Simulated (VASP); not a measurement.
# SrO (I4/mmm) in VASP: further runs

The runs below take SrO through single point, with LDA.

Program: VASP 6.6.1. These are calculated values, not measurements. Logs are shortened: lines on timing, memory, paths and dates and some standing lists are left out, and cuts for length are marked.

### 1 The cell of the first run

Symmetry: I4/mmm, No. 139, tetragonal system. Conventional cell: a = 3.725 Å, b = 3.725 Å, c = 5.011 Å, α = 90.00°, β = 90.00°, γ = 90.00°. Sr (site symmetry 4/mmm) has 6 O at 2.51 to 2.63 Å within 3.3 Å. O (site symmetry 4/mmm) has 6 Sr at 2.51 to 2.63 Å within 3.3 Å.

### 2 Single point, LDA (strain +0.025 along x and y, -0.025 along z)

Input file INCAR:

```
PREC = Accurate ; ENCUT = 520
EDIFF = 1E-6 ; ISMEAR = 0
SIGMA = 0.05 ; LREAL = F
LASPH = T ; NELM = 60
ALGO = Normal ; ISIF = 2
LWAVE = F ; LCHARG = F
GGA = CA ; NBANDS = 15
```

Input file KPOINTS:

```
Automatic mesh
0
Gamma
  8 8 8
```

Input file POSCAR:

```
SrO
1.0
    0.0000000000      2.6340450000      2.5055550000
    2.6340450000      0.0000000000      2.5055550000
    2.6340450000      2.6340450000      0.0000000000
Sr O
1 1
Direct
    0.0000000000      0.0000000000      0.0000000000
    0.5000000000      0.5000000000      0.5000000000
```

Potentials or basis: VASP PAW LDA potentials, release 64 (Sr_sv, O).

Launch:

```
cat potpaw_LDA.64/Sr_sv/POTCAR potpaw_LDA.64/O/POTCAR > POTCAR
mpirun -np 1 vasp_std > vasp.out
```

OUTCAR:

```text
PREC = Accurate
   ENCUT = 520
   EDIFF = 1E-6
   ISMEAR = 0
   LREAL = F
   LASPH = T
   NELM = 60
   ISIF = 2
   GGA = CA

 ion  position               nearest neighbor table
   1  0.000  0.000  0.000-   2 2.51   2 2.51   2 2.63   2 2.63   2 2.63   2 2.63
   2  0.500  0.500  0.500-   1 2.51   1 2.51   1 2.63   1 2.63   1 2.63   1 2.63

  LATTYP: Found a body centered tetragonal cell.
 ALAT       =     3.7251021629
 C/A-ratio  =     1.3452275349

  Lattice vectors:

 A1 = (   0.0000000000,  -2.6340450000,  -2.5055550000)
 A2 = (   0.0000000000,   2.6340450000,  -2.5055550000)
 A3 = (   2.6340450000,   0.0000000000,   2.5055550000)

Analysis of symmetry for initial positions (statically):
=====================================================================
 Subroutine PRICEL returns:
 Original cell was already a primitive cell.

 Routine SETGRP: Setting up the symmetry group for a
 body centered tetragonal supercell.

 Subroutine GETGRP returns: Found 16 space group operations
 (whereof 16 operations were pure point group operations)
 out of a pool of 16 trial point group operations.

The static configuration has the point symmetry D_4h.

Analysis of symmetry for dynamics (positions and initial velocities):
=====================================================================
 Subroutine PRICEL returns:
 Original cell was already a primitive cell.

 Routine SETGRP: Setting up the symmetry group for a
 body centered tetragonal supercell.

 Subroutine GETGRP returns: Found 16 space group operations
 (whereof 16 operations were pure point group operations)
 out of a pool of 16 trial point group operations.

The dynamic configuration has the point symmetry D_4h.

 Subroutine INISYM returns: Found 16 space group operations
 (whereof 16 operations are pure point group operations),
 and found     1 'primitive' translations

----------------------------------------------------------------------------------------

                                     Primitive cell

  volume of cell :      34.7680

  direct lattice vectors                    reciprocal lattice vectors
     0.000000000  2.634045000  2.505555000    -0.189822118  0.189822118  0.199556585
     2.634045000  0.000000000  2.505555000     0.189822118 -0.189822118  0.199556585
     2.634045000  2.634045000  0.000000000     0.189822118  0.189822118 -0.199556585

  length of vectors
     3.635381537  3.635381537  3.725102163     0.334496193  0.334496193  0.334496193

  position of ions in fractional coordinates (direct lattice)
     0.000000000  0.000000000  0.000000000
     0.500000000  0.500000000  0.500000000

  ion indices of the primitive-cell ions
   primitive index   ion index
                 1           1
                 2           2

----------------------------------------------------------------------------------------

 KPOINTS: Automatic mesh

Automatic generation of k-mesh.
 Grid dimensions read from file:
 generate k-points for:    8    8    8

 Generating k-lattice:

  Cartesian coordinates                     Fractional coordinates (reciprocal lattice)
    -0.023727765  0.023727765  0.024944573     0.125000000  0.000000000  0.000000000
     0.023727765 -0.023727765  0.024944573     0.000000000  0.125000000  0.000000000
     0.023727765  0.023727765 -0.024944573     0.000000000  0.000000000  0.125000000

  Length of vectors
     0.041812024  0.041812024  0.041812024

  Shift w.r.t. Gamma in fractional coordinates (k-lattice)
     0.000000000  0.000000000  0.000000000

 Subroutine IBZKPT returns following result:
 ===========================================

 Found     59 irreducible k-points:

 Following reciprocal coordinates:
            Coordinates               Weight
  0.000000  0.000000  0.000000      1.000000
  0.125000  0.000000  0.000000      8.000000
  0.250000  0.000000  0.000000      8.000000
  0.375000  0.000000  0.000000      8.000000
  0.500000  0.000000  0.000000      4.000000
  0.125000  0.125000  0.000000      2.000000
[... 16 lines left out ...]
  0.250000  0.000000  0.125000     16.000000
  0.375000  0.000000  0.125000     16.000000
 [... further k-points ...]
   k-points           NKPTS =     59   k-points in BZ     NKDIM =     59   number of bands    NBANDS=     15
   number of dos      NEDOS =    301   number of ions     NIONS =      2
   total plane-waves  NPLWV =  21952
   dimension x,y,z NGX =    28 NGY =   28 NGZ =   28
   dimension x,y,z NGXF=    56 NGYF=   56 NGZF=   56
   ions per type =               1   1
   NGX,Y,Z   is equivalent  to a cutoff of  12.80, 12.80, 12.50 a.u.
   NGXF,Y,Z  is equivalent  to a cutoff of  25.61, 25.61, 24.99 a.u.
 SYSTEM =  unknown system
   PREC   = accura    normal or accurate (medium, high low for compatibility)
   ISTART =      0    job   : 0-new  1-cont  2-samecut
   ICHARG =      2    charge: 1-file 2-atom 10-const
   ISPIN  =      1    spin polarized calculation?
   LNONCOLLINEAR =      F non collinear calculations
   LSORBIT =      F    spin-orbit coupling
   LASPH  =      T    aspherical Exc in radial PAW
   ENCUT  =  520.0 eV  38.22 Ry    6.18 a.u.   6.76  6.76  6.93*2*pi/ulx,y,z
   NELM   =     60;   NELMIN=  2; NELMDL= -5     # of ELM steps
   EDIFF  = 0.1E-05   stopping-criterion for ELM
   LREAL  =      F    real-space projection
   EDIFFG = 0.1E-04   stopping-criterion for IOM
   NSW    =      0    number of steps for IOM
   IBRION =     -1    ionic relax: 0-MD 1-quasi-New 2-CG
   NFREE  =      0    steps in history (QN), initial steepest desc. (CG)
   ISIF   =      2    stress and relaxation
   ISYM   =      2    0-nonsym 1-usesym 2-fastsym
   POTIM  = 0.5000    time-step for ionic-motion
   TEBEG  =    0.0;   TEEND  =   0.0 temperature during run
   PSTRESS=    0.0 pullay stress
   NELECT =      16.0000    total number of electrons
   NUPDOWN=      -1.0000    fix difference up-down
   EMIN   =  10.00;   EMAX   =-10.00  energy-range for DOS
   EFERMI =   0.00;   METHOD = LEGACY
   ISMEAR =     0;   SIGMA  =   0.05  broadening in eV -4-tet -1-fermi 0-gaus
   EFERMI_NEDOS =   21; number of points for ismear=-14 and -15
   IALGO  =     38    algorithm
   IMIX   =      4    mixing-type and parameters
     AMIX     =   0.40;   BMIX     =  1.00
     AMIX_MAG =   1.60;   BMIX_MAG =  1.00
  volume/ion in A,a.u.               =      17.38       117.31
  Fermi-wavevector in a.u.,A,eV,Ry     =   1.263925  2.388472 21.735402  1.597507
  Thomas-Fermi vector in A             =   2.397257
   LORBIT       =      0    0 simple, 1 ext, 2 COOP (PROOUT), +10 PAW based schemes
   GGA     = CA    functional components
   LHFCALC =     F    Hartree Fock is set to
   AEXX    =    0.0000 exact exchange contribution
   IVDW    =     0    specifies the selected vdW correction
   LEPSILON=     F    determine dielectric tensor
   LRPA    =     F    only Hartree local field effects (RPA)
 non-spin polarized calculation
 Gauss-broadening in eV      SIGMA  =   0.05
  energy-cutoff  :      520.00
  volume of cell :       34.77
 maximum number of plane-waves:       954
   NGX = 13   NGY = 13   NGZ = 13

 number of electron      16.0000001 magnetization

 Free energy of the ion-electron system (eV)
  ---------------------------------------------------
  ext. energy  EPLUGINS =         0.00000000
  ---------------------------------------------------
  free energy    TOTEN  =       -13.33048582 eV

  energy without entropy =      -13.33048582  energy(sigma->0) =      -13.33048582

 E-fermi :   1.6888     XC(G=0): -10.4171

 val. band max:        1.3658740535   @ k =   0.0000   0.0000   0.0000
 cond. band min:       4.2323490532   @ k =   0.5000   0.5000   0.0000
 fundamental gap:      2.8664749997
 Fermi energy:         1.6887560329

 k-point     1 :       0.0000    0.0000    0.0000
  band No.  band energies     occupation
      1     -30.9163      2.00000
      2     -13.5013      2.00000
      3     -12.6759      2.00000
      4     -12.6759      2.00000
      5     -12.6570      2.00000
      6       1.1756      2.00000
      7       1.1756      2.00000
      8       1.3659      2.00000
      9       4.8226      0.00000
     10       7.1836      0.00000
     11       7.1836      0.00000
     12       7.5549      0.00000
     13       9.1309      0.00000
     14       9.8917      0.00000
     15      13.5959      0.00000

 k-point     2 :       0.1250    0.0000    0.0000
  band No.  band energies     occupation
      1     -30.8973      2.00000
      2     -13.9252      2.00000
      3     -12.6941      2.00000
      4     -12.6740      2.00000
      5     -12.2845      2.00000
      6       0.7539      2.00000
      7       0.9903      2.00000
      8       1.1116      2.00000
      9       5.5200      0.00000
     10       7.1247      0.00000
     11       7.5048      0.00000
     12       7.7395      0.00000
     13       9.5194      0.00000
     14      10.3073      0.00000
     15      14.5945      0.00000

 k-point     3 :       0.2500    0.0000    0.0000
  band No.  band energies     occupation
      1     -30.8509      2.00000
      2     -14.5244      2.00000
      3     -12.7376      2.00000
      4     -12.6922      2.00000
      5     -11.7862      2.00000
      6      -0.0695      2.00000
      7       0.5910      2.00000
      8       0.6495      2.00000
      9       6.9523      0.00000
     10       7.1522      0.00000
     11       8.3696      0.00000
     12       8.4981      0.00000
     13      10.5052      0.00000
     14      11.3256      0.00000
     15      16.5685      0.00000

 k-point     4 :       0.3750    0.0000    0.0000
  band No.  band energies     occupation
      1     -30.8038      2.00000
      2     -14.9588      2.00000
      3     -12.7803      2.00000
      4     -12.7102      2.00000
      5     -11.4519      2.00000
      6      -0.7236      2.00000
      7       0.2422      2.00000
      8       0.2536      2.00000
      9       7.3600      0.00000
     10       8.5672      0.00000
     11       9.3976      0.00000
     12       9.4838      0.00000
     13      11.7994      0.00000
     14      12.5029      0.00000
     15      16.2719      0.00000
[... 307 lines left out ...]
 k-point    22 :       0.1250    0.0000    0.1250
  band No.  band energies     occupation
      1     -30.8924      2.00000
      2     -13.8985      2.00000
      3     -12.7183      2.00000
      4     -12.7139      2.00000
      5     -12.3063      2.00000
      6       0.4551      2.00000
      7       1.1116      2.00000
      8       1.3094      2.00000
      9       5.6425      0.00000
     10       6.5540      0.00000
     11       7.8167      0.00000
     12       8.1471      0.00000
     13       9.6936      0.00000
     14      10.2155      0.00000
     15      14.8204      0.00000

 k-point    23 :       0.2500    0.0000    0.1250
  band No.  band energies     occupation
      1     -30.8563      2.00000
      2     -14.2974      2.00000
      3     -12.7634      2.00000
      4     -12.7474      2.00000
      5     -12.0188      2.00000
      6      -0.0214      2.00000
      7       0.8422      2.00000
      8       1.0386      2.00000
      9       6.3253      0.00000
     10       6.6768      0.00000
     11       8.5636      0.00000
     12       8.8298      0.00000
     13      10.3832      0.00000
     14      10.8939      0.00000
     15      16.4987      0.00000

 k-point    24 :       0.3750    0.0000    0.1250
  band No.  band energies     occupation
      1     -30.8096      2.00000
      2     -14.7309      2.00000
      3     -12.8217      2.00000
      4     -12.7763      2.00000
      5     -11.7095      2.00000
      6      -0.4178      2.00000
      7       0.3931      2.00000
      8       0.5990      2.00000
      9       6.7228      0.00000
     10       7.9650      0.00000
     11       9.4366      0.00000
     12       9.7334      0.00000
     13      11.5245      0.00000
     14      11.9133      0.00000
     15      16.3692      0.00000

 [... further k-points ...]
[... 5 lines left out ...]
  --------------------------------------------------------------------------------------
  -------------------------------------------------------------------------------------
  Total       -1.5282962     -1.5282962     -0.1803772      0.0000000      0.0000000      0.0000000
  in kB      -70.4267734    -70.4267734     -8.3121215      0.0000000      0.0000000      0.0000000
  external PRESSURE =     -49.7218894 kB  Pullay stress =       0.0000000 kB

 VOLUME and BASIS-vectors are now :
 -----------------------------------------------------------------------------
  energy-cutoff  :      520.00
  volume of cell :       34.77
      direct lattice vectors                 reciprocal lattice vectors
     0.000000000  2.634045000  2.505555000    -0.189822118  0.189822118  0.199556585
     2.634045000  0.000000000  2.505555000     0.189822118 -0.189822118  0.199556585
     2.634045000  2.634045000  0.000000000     0.189822118  0.189822118 -0.199556585

 POSITION                                       TOTAL-FORCE (eV/Angst)
 -----------------------------------------------------------------------------------
      0.00000      0.00000      0.00000        -0.000000     -0.000000      0.000000
      2.63404      2.63404      2.50556         0.000000      0.000000      0.000000
 -----------------------------------------------------------------------------------
    total drift:                                0.000000      0.000000      0.000000

  FREE ENERGIE OF THE ION-ELECTRON SYSTEM (eV)
  ---------------------------------------------------
  free  energy   TOTEN  =       -13.3304858174 eV

  energy  without entropy=      -13.3304858174  energy(sigma->0) =      -13.33048582
```

Run time: 21 s. Hardware: 1 thread of Intel Xeon Platinum 8488C (Sapphire Rapids), shared host; peak memory 0.16 GiB.

Results:

| Item | Value |
| --- | --- |
| Free energy | -13.3305 eV |
| Pressure | -5.0 GPa |
| Band gap on the k mesh | 2.87 eV, indirect (least direct gap 3.13 eV) |

Caveat: the cell differs from its parent crystal (strain +0.025 along x and y, -0.025 along z). A k mesh can miss the band edges.

### 3 Single point, LDA (strain +0.050 along x and y, -0.050 along z)

Input file INCAR:

```
SYSTEM = SrO
  ALGO = Normal
  EDIFF = 1E-7
  ENCUT = 520
  GGA = CA
  ISIF = 2
  ISMEAR = 0
  LASPH = .True.
  LCHARG = .False.
  LREAL = .False.
  LWAVE = .False.
  NBANDS = 15
  NELM = 60
  PREC = Accurate
  SIGMA = 0.05
```

Input file KPOINTS:

```
k-points
0
Gamma
  8 8 8
  0 0 0
```

Input file POSCAR:

```
SrO
1.0
    0.0000000000      2.6982900000      2.4413100000
    2.6982900000      0.0000000000      2.4413100000
    2.6982900000      2.6982900000      0.0000000000
Sr O
1 1
Direct
    0.0000000000      0.0000000000      0.0000000000
    0.5000000000      0.5000000000      0.5000000000
```

Potentials or basis: VASP PAW LDA potentials, release 64 (Sr_sv, O).

Launch:

```
cat potpaw_LDA.64/Sr_sv/POTCAR potpaw_LDA.64/O/POTCAR > POTCAR
mpirun -np 1 vasp_std > vasp.out
```

It took 28 s on 1 thread of Intel Xeon Platinum 8488C (Sapphire Rapids), shared host; peak memory 0.16 GiB.

It converged, with:

| Item | Value |
| --- | --- |
| Free energy | -13.2376 eV |
| Pressure | -5.1 GPa |
| Band gap on the k mesh | 2.62 eV, indirect (least direct gap 2.94 eV) |

Stress tensor (GPa, compression positive):
```
-9.26  0.00  0.00
 0.00 -9.26  0.00
 0.00  0.00  3.20
```

Levels at points of the mesh, in eV from the valence-band top:
| k point | band 6 | band 7 | band 8 | band 9 | band 10 | band 11 |
| --- | --- | --- | --- | --- | --- | --- |
| (0.00, 0.00, 0.00) | -0.39 | -0.39 | 0.00 | 3.02 | 5.56 | 5.56 |
| (0.50, 0.00, 0.00) | -2.44 | -1.41 | -1.39 | 5.95 | 7.57 | 8.22 |
| (0.50, 0.50, 0.00) | -0.52 | -0.52 | -0.32 | 2.62 | 7.28 | 9.63 |
| (0.50, 0.00, 0.50) | -0.95 | -0.52 | -0.06 | 3.03 | 6.96 | 9.27 |

Caveat: the cell differs from its parent crystal (strain +0.050 along x and y, -0.050 along z). A k mesh can miss the band edges.
